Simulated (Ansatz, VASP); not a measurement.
Si7Ge in VASP and in Ansatz

File POSCAR:

```
Si7Ge
1.0
    5.4679684304      0.0000000000      0.0000000000
    0.0000000000      5.4679684304      0.0000000000
    0.0000000000      0.0000000000      5.4679684304
Si Ge
7 1
Direct
    0.2636300261      0.2636300261      0.2300322223
    0.0000000000      0.5000000000      0.5000000000
    0.5000000000      0.5000000000      0.0000000000
    0.5000000000      0.0000000000      0.5000000000
    0.7363699739      0.2636300261      0.7699677777
    0.7363699739      0.7363699739      0.2300322223
    0.2636300261      0.7363699739      0.7699677777
    0.0000000000      0.0000000000      0.0000000000
```

INCAR.step1

```
SYSTEM = Si7Ge
ALGO = Normal
EDIFF = 1E-4
ENCUT = 520
GGA = PE
ISMEAR = 0
LASPH = .True.
LCHARG = .False.
LREAL = .False.
LWAVE = .True.
NBANDS = 31
NELM = 80
PREC = Accurate
SIGMA = 0.05
```

File INCAR.step2:

```
SYSTEM = Si7Ge
ALGO = Normal
EDIFF = 1E-6
ENCUT = 520
ISIF = 2
ISMEAR = 0
ISTART = 1
LASPH = .True.
LCHARG = .False.
LMIXTAU = .True.
LREAL = .False.
LWAVE = .False.
METAGGA = R2SCAN
NBANDS = 31
NELM = 80
PREC = Accurate
SIGMA = 0.05
```

Contents of KPOINTS:

```
k-points
0
Gamma
  6 6 6
  0 0 0
```

Input for Ansatz:

```yaml
crystal:
  lattice:
    - [5.4679684304, 0.0, 0.0]
    - [0.0, 5.4679684304, 0.0]
    - [0.0, 0.0, 5.4679684304]
  atoms:
    - { symbol: Si, position: [0.2636300261, 0.2636300261, 0.2300322223] }
    - { symbol: Si, position: [0.0, 0.5, 0.5] }
    - { symbol: Si, position: [0.5, 0.5, 0.0] }
    - { symbol: Si, position: [0.5, 0.0, 0.5] }
    - { symbol: Si, position: [0.7363699739, 0.2636300261, 0.7699677777] }
    - { symbol: Si, position: [0.7363699739, 0.7363699739, 0.2300322223] }
    - { symbol: Si, position: [0.2636300261, 0.7363699739, 0.7699677777] }
    - { symbol: Ge, position: [0.0, 0.0, 0.0] }
basis:
  ecutwfc: 500
kpoints:
  mp_grid: { grid: [6, 6, 6] }
hamiltonian:
  xc: r2scan
scf:
  occupations: { method: gaussian, width: 0.05 }
output:
  forces: true
  stress: true
  eigenvalues: true
```

Change from the starting cell: mode 14 (415.5 1/cm) frozen in, largest displacement +0.150 Å.

Alike in both runs: task single point; functional r2SCAN; k mesh 6 × 6 × 6; occupations gaussian, width 0.05 eV; no spin polarisation.

|  | VASP | Ansatz |
| --- | --- | --- |
| version | VASP 6.6.1 | Ansatz 0.2.0 |
| potentials or method | VASP PAW PBE potentials, release 64 (Si, Ge_d), cutoff 520 eV | scalar-relativistic, plane waves, PAW |
| valence electrons in the cell | 42 | 42 |

Ansatz gave:

* gap on the k mesh at the Fermi level (eV): 0.41
* least direct gap on the mesh (eV): 0.41
* pressure (GPa): 1.2
* traceless stress, the component that is largest in VASP (GPa): -0.51
* rms of the force components (eV/Å): 1.209

Problem. Which values does VASP return?

Solution. gap on the k mesh at the Fermi level (eV): 0.41; least direct gap on the mesh (eV): 0.41; pressure (GPa): 1.0; traceless stress, the component that is largest in VASP (GPa): -0.52; rms of the force components (eV/Å): 1.205.

VASP's potentials were made for PBE, not for r2SCAN. Atom by atom the forces differ by 0.008 eV/Å (rms over components).
